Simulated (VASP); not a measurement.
**Ru: single point with PBE**

Crystal: Ru.

```xyz
1
Lattice="2.5121 0.0000 0.0000 0.0000 2.5121 0.0000 0.0000 0.0000 2.5121" Properties=species:S:1:pos:R:3 pbc="T T T"
Ru    0.0000    0.0000    0.0000
```

```json
{
 "Program": "VASP 6.6.1",
 "Task": "single point",
 "Functional": "PBE",
 "Potentials or basis": "VASP PAW PBE potentials, release 64 (Ru_pv)",
 "Cutoff": "520 eV",
 "k mesh": "15 × 15 × 15",
 "Occupations": "fermi-dirac, width 0.1 eV",
 "Spin": "no spin polarisation",
 "Dipole correction": "no",
 "Further INCAR settings": "ALGO = Normal; EDIFF = 1e-06; NBANDS = 13"
}
```

| Item | Value |
| --- | --- |
| Pressure | 0.1 GPa |
| Band gap on the k mesh | zero (band 7 reaches 13.95 eV, above the bottom of band 8 at 9.42 eV) |

Levels at points of the mesh, in eV from the Fermi level:
```tsv
k point	band 5	band 6	band 7	band 8	band 9	band 10
(0.00, 0.00, 0.00)	-5.31	-5.31	1.61	1.61	1.61	10.95
```

Wall time 14 s on 1 thread of Intel(R) Xeon(R) 6975P-C (Granite Rapids), with other jobs on the host, peak memory 0.14 GiB.
